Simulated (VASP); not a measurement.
# Nb16H (a cell with a defect) in VASP: further runs

The runs below take Nb16H (a cell with a defect) through single point, with PBE+D3(BJ).

Everything below comes from runs of VASP 6.6.1. Logs are shortened: lines on timing, memory, paths and dates and some standing lists are left out, and cuts for length are marked.

## Step 1: The cell of the first run

The cell holds a defect, 17 atoms: a = 6.600 Å, b = 6.600 Å, c = 6.600 Å, α = 90.00°, β = 90.00°, γ = 90.00°.

## Step 2: Single point, PBE+D3(BJ)

INCAR

```
SYSTEM = Nb16H
ALGO     = Normal         ! electronic algorithm
EDIFF    = 1E-7           ! SCF threshold, eV
ENCUT    = 520            ! plane-wave cutoff, eV
GGA      = PE             ! functional
ISIF     = 2              ! what is computed and relaxed
ISMEAR   = -1             ! smearing method
IVDW     = 12             ! dispersion correction
LASPH    = .True.         ! aspherical terms in the spheres
LCHARG   = .False.        ! write CHGCAR
LREAL    = Auto         
LWAVE    = .False.        ! write WAVECAR
NBANDS   = 118            ! bands
NELM     = 60             ! most SCF steps
PREC     = Accurate       ! precision mode
SIGMA    = 0.15           ! smearing width, eV
```

KPOINTS

```
k-points
0
Gamma
  3 3 3
  0 0 0
```

POSCAR

```
Nb16H
1.0
    6.6000000000      0.0000000000      0.0000000000
    0.0000000000      6.6000000000      0.0000000000
    0.0000000000      0.0000000000      6.6000000000
Nb H
16 1
Direct
    0.0009553443     -0.0000970011      0.0003487675
    0.4989087658     -0.0000900494      0.0003500763
    0.0069511827      0.5059547708      0.0003617213
    0.0000309238     -0.0021042159      0.5003907784
    0.2499392338      0.2518228657      0.2500063678
    0.4928960768      0.5059812352      0.0003687092
    0.4998485090     -0.0021035181      0.5003922941
    0.7499276403      0.2441654135      0.2574105382
   -0.0004132262      0.4983038655      0.5003155665
    0.2499250247      0.7522836137      0.2504252112
    0.2499426893      0.2519094528      0.7507169812
    0.5002775681      0.4983199945      0.5003192443
    0.7499331890      0.7502406469      0.2513842613
    0.7499344971      0.2442826061      0.7433801440
    0.2499264808      0.7522907943      0.7502137367
    0.7499346179      0.7502680520      0.7493383880
    0.7499147228      0.3751010537      0.0004353040
```

Potentials or basis: VASP PAW PBE potentials, release 64 (Nb_sv, H).

Run with:

```bash
> cat potpaw_PBE.64/Nb_sv/POTCAR potpaw_PBE.64/H/POTCAR > POTCAR
> mpirun -np 1 vasp_std > vasp.out
```

OUTCAR:

```text
SYSTEM = Nb16H
   EDIFF = 1E-7
   ENCUT = 520
   GGA = PE
   ISIF = 2
   ISMEAR = -1
   IVDW = 12
   LASPH = .True.
   LREAL = Auto
   NELM = 60
   PREC = Accurate
 IVDW          = 12

 ion  position               nearest neighbor table
   1  0.001  1.000  0.000-  10 2.85  15 2.85   5 2.86  11 2.86  16 2.86  13 2.86   8 2.87  14 2.87

   2  0.499  1.000  0.000-  10 2.85  15 2.85   5 2.86  11 2.86  16 2.86  13 2.86   8 2.87  14 2.87

   3  0.007  0.506  0.000-  17 1.90  10 2.82  15 2.82  11 2.85   5 2.85  13 2.87  16 2.87  14 2.96
                             8 2.96
   4  0.000  0.998  0.500-   8 2.82  14 2.82  15 2.84  10 2.84  16 2.85  13 2.85   5 2.87  11 2.87
[... 19 lines left out ...]
  14  0.750  0.244  0.743-  17 1.90   7 2.82   4 2.82   9 2.85  12 2.85   2 2.87   1 2.87   3 2.96
                             6 2.96
  15  0.250  0.752  0.750-   6 2.82   3 2.82   4 2.84   7 2.84   1 2.85   2 2.85  12 2.87   9 2.87

  16  0.750  0.750  0.749-   7 2.85   4 2.85  12 2.86   9 2.86   1 2.86   2 2.86   3 2.87   6 2.87

  17  0.750  0.375  0.000-   8 1.90   6 1.90   3 1.90  14 1.90

  LATTYP: Found a simple cubic cell.
 ALAT       =     6.6000000000

  Lattice vectors:

 A1 = (   6.6000000000,   0.0000000000,   0.0000000000)
 A2 = (   0.0000000000,   6.6000000000,   0.0000000000)
 A3 = (   0.0000000000,   0.0000000000,   6.6000000000)

Analysis of symmetry for initial positions (statically):
=====================================================================
 Subroutine PRICEL returns:
 Original cell was already a primitive cell.

 Routine SETGRP: Setting up the symmetry group for a
 simple cubic supercell.

 Subroutine GETGRP returns: Found  1 space group operations
 (whereof  1 operations were pure point group operations)
 out of a pool of 48 trial point group operations.

The static configuration has the point symmetry C_1 .

Analysis of symmetry for dynamics (positions and initial velocities):
=====================================================================
 Subroutine PRICEL returns:
 Original cell was already a primitive cell.

 Routine SETGRP: Setting up the symmetry group for a
 simple cubic supercell.

 Subroutine GETGRP returns: Found  1 space group operations
 (whereof  1 operations were pure point group operations)
 out of a pool of 48 trial point group operations.

The dynamic configuration has the point symmetry C_1 .

 Subroutine INISYM returns: Found  1 space group operations
 (whereof  1 operations are pure point group operations),
 and found     1 'primitive' translations

[... 118 lines left out ...]
   NFREE  =      0    steps in history (QN), initial steepest desc. (CG)
   ISIF   =      2    stress and relaxation
   ISYM   =      2    0-nonsym 1-usesym 2-fastsym
   POTIM  = 0.5000    time-step for ionic-motion
   TEBEG  =    0.0;   TEEND  =   0.0 temperature during run
   PSTRESS=    0.0 pullay stress
   NELECT =     209.0000    total number of electrons
   NUPDOWN=      -1.0000    fix difference up-down
   EMIN   =  10.00;   EMAX   =-10.00  energy-range for DOS
   EFERMI =   0.00;   METHOD = LEGACY
   ISMEAR =    -1;   SIGMA  =   0.15  broadening in eV -4-tet -1-fermi 0-gaus
   EFERMI_NEDOS =   21; number of points for ismear=-14 and -15
   IALGO  =     38    algorithm
   IMIX   =      4    mixing-type and parameters
     AMIX     =   0.40;   BMIX     =  1.00
     AMIX_MAG =   1.60;   BMIX_MAG =  1.00
  volume/ion in A,a.u.               =      16.91       114.12
  Fermi-wavevector in a.u.,A,eV,Ry     =   1.472018  2.781710 29.481589  2.166836
  Thomas-Fermi vector in A             =   2.587083
   LORBIT       =      0    0 simple, 1 ext, 2 COOP (PROOUT), +10 PAW based schemes
   GGA     = PE    functional components
   LHFCALC =     F    Hartree Fock is set to
   AEXX    =    0.0000 exact exchange contribution
   IVDW    =    12    specifies the selected vdW correction
   LEPSILON=     F    determine dielectric tensor
   LRPA    =     F    only Hartree local field effects (RPA)
 non-spin polarized calculation
  energy-cutoff  :      520.00
  volume of cell :      287.50
 maximum number of plane-waves:      7809
 NGX is ok and might be reduce to    50
   NGX = 25   NGY = 25   NGZ = 25

 number of electron     209.0000021 magnetization

 Free energy of the ion-electron system (eV)
  ---------------------------------------------------
  ext. energy  EPLUGINS =         0.00000000
  ---------------------------------------------------
  free energy    TOTEN  =      -168.06291648 eV

  energy without entropy =     -166.72155760  energy(sigma->0) =     -167.39223704

 E-fermi :  11.3212     XC(G=0): -12.5441

 val. band max:       11.2837279922   @ k =   0.3333   0.0000   0.3333
 cond. band min:      11.4108925905   @ k =   0.0000  -0.3333   0.3333
 fundamental gap:      0.1271645983
 Fermi energy:        11.3212169202

 k-point     1 :       0.0000    0.0000    0.0000
  band No.  band energies     occupation
      1     -43.0884      2.00000
      2     -42.8990      2.00000
      3     -42.8834      2.00000
      4     -42.8833      2.00000
      5     -42.8674      2.00000
      6     -42.8604      2.00000
[... 1655 lines left out ...]
    115      13.6631      0.00000
    116      13.6870      0.00000
 [bands above 116 left out]

------------------------ aborting loop because EDIFF is reached ----------------------------------------

 Edisp (eV)  -12.01381

 E8    (eV) :    -5.8008

  FORCE on cell =-STRESS in cart. coord.  units (eV):
  Direction    XX          YY          ZZ          XY          YZ          ZX
  --------------------------------------------------------------------------------------
  -------------------------------------------------------------------------------------
  Total      -6.79539    -7.11336    -6.79485     0.00008    -0.00097     0.00035
  in kB     -37.86982   -39.64180   -37.86682     0.00047    -0.00539     0.00198
  external pressure =      -38.46 kB  Pullay stress =        0.00 kB

 VOLUME and BASIS-vectors are now :
 -----------------------------------------------------------------------------
  energy-cutoff  :      520.00
  volume of cell :      287.50
      direct lattice vectors                 reciprocal lattice vectors
     6.600000000  0.000000000  0.000000000     0.151515152  0.000000000  0.000000000
     0.000000000  6.600000000  0.000000000     0.000000000  0.151515152  0.000000000
     0.000000000  0.000000000  6.600000000     0.000000000  0.000000000  0.151515152

 POSITION                                       TOTAL-FORCE (eV/Angst)
 -----------------------------------------------------------------------------------
      0.00631      6.59936      0.00230        -0.007387     -0.004020      0.000281
      3.29280      6.59941      0.00231         0.006984     -0.004250      0.000363
      0.04588      3.33930      0.00239         0.010681     -0.011948     -0.000279
      0.00020      6.58611      3.30258        -0.003008     -0.000889     -0.001113
      1.64960      1.66203      1.65004        -0.000548     -0.012674      0.002324
      3.25311      3.33948      0.00243        -0.010217     -0.013023     -0.000859
[... 9 lines left out ...]
      4.94957      4.95177      4.94563        -0.000035      0.005395      0.007395
      4.94944      2.47567      0.00287         0.000142      0.000580     -0.000284
 -----------------------------------------------------------------------------------
    total drift:                               -0.000618     -0.009504     -0.000765

  FREE ENERGIE OF THE ION-ELECTRON SYSTEM (eV)
  ---------------------------------------------------
  free  energy   TOTEN  =      -180.0767299403 eV

  energy  without entropy=     -178.7353710574  energy(sigma->0) =     -179.40605050
```

OSZICAR:

```text
N       E                     dE             d eps       ncg     rms          rms(c)
DAV:   1     0.314655237663E+04    0.31466E+04   -0.11463E+05  3304   0.188E+03
DAV:   2     0.128934253072E+03   -0.30176E+04   -0.29674E+04  3692   0.828E+02
DAV:   3    -0.143495262601E+03   -0.27243E+03   -0.26358E+03  5192   0.171E+02
DAV:   4    -0.172643051148E+03   -0.29148E+02   -0.27711E+02  5688   0.498E+01
[... 11 lines left out ...]
DAV:  16    -0.168062918066E+03    0.25660E-05   -0.10659E-05  5664   0.149E-02    0.619E-03
DAV:  17    -0.168062917189E+03    0.87685E-06   -0.32488E-06  5024   0.753E-03    0.291E-03
DAV:  18    -0.168062916762E+03    0.42737E-06   -0.89913E-07  3008   0.303E-03    0.141E-03
DAV:  19    -0.168062916514E+03    0.24777E-06   -0.46175E-07  2176   0.231E-03    0.494E-04
DAV:  20    -0.168062916479E+03    0.35292E-07   -0.33462E-07  2160   0.143E-03
   1 F= -.18007673E+03 E0= -.17940605E+03  d E =-.134136E+01
```

It took 50 min on 1 thread of Intel Xeon 8259CL, shared host; peak memory 0.52 GiB.

What came out:

```
Free energy                : -180.0767 eV
Pressure                   : -3.8 GPa
Largest force              : 0.018 eV/Å
Band gap on the k mesh     : zero (an odd number of electrons rules out a gap without spin polarisation)
Dispersion energy per atom : -0.707 eV
```

Forces on the atoms (eV/Å):
```
Nb  -0.007 -0.004  0.000
Nb   0.007 -0.004  0.000
Nb   0.011 -0.012  0.000
Nb  -0.003 -0.001 -0.001
Nb  -0.001 -0.013  0.002
Nb  -0.010 -0.013 -0.001
Nb   0.003 -0.001 -0.001
Nb   0.000  0.015  0.010
Nb   0.002  0.013  0.002
Nb   0.000  0.000 -0.002
Nb   0.000 -0.015 -0.003
Nb  -0.002  0.013  0.002
Nb   0.000  0.007 -0.007
Nb   0.000  0.010 -0.012
Nb   0.000  0.000  0.005
Nb   0.000  0.005  0.007
H    0.000  0.001  0.000
```

(Continued in part 2 of 2.)

The gap in the log of VASP goes by the Fermi energy; the results here count the filled bands.